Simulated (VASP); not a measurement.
TiSi2, 6 atoms in the cell. It takes space group Cmcm (No. 63, orthorhombic). The conventional cell has a = 3.666 Å, b = 13.463 Å, c = 3.698 Å, α = 90.00°, β = 90.00°, γ = 90.00°. Ti (site symmetry m2m) has 10 Si at 2.67 to 2.85 Å and 2 Ti at 3.34 Å within 3.5 Å. Si (site symmetry m2m) has 6 Si at 2.44 to 3.17 Å and 6 Ti at 2.67 to 2.85 Å within 3.2 Å. Si (site symmetry m2m) has 8 Si at 2.60 to 3.17 Å and 4 Ti at 2.70 Å within 3.4 Å. 

| Property | Result |
| --- | --- |
| Program | VASP 6.6.1 |
| Task | single point |
| Functional | PBE |
| Potentials or basis | VASP PAW PBE potentials, release 64 (Ti_sv, Si) |
| Cutoff | 520 eV |
| k mesh | 12 × 12 × 12 |
| Occupations | gaussian, width 0.15 eV |
| Spin | no spin polarisation |
| Dipole correction | no |
| Further INCAR settings | ALGO = Normal; EDIFF = 1e-06; NBANDS = 29 |

Potentials or basis: VASP PAW PBE potentials, release 64 (Ti_sv, Si).

Command:

```bash
$ cat potpaw_PBE.64/Ti_sv/POTCAR potpaw_PBE.64/Si/POTCAR > POTCAR
$ mpirun -np 1 vasp_std > vasp.out
```

Hardware: 1 thread of Oxide Virtual Turin-like Processor, with other jobs on the host.

Estimate the wall time of this run.

Run time: 16 min on 1 thread of Oxide Virtual Turin-like Processor (shared host), peak memory 0.71 GiB. Counts: scf iterations 13, k points 301.
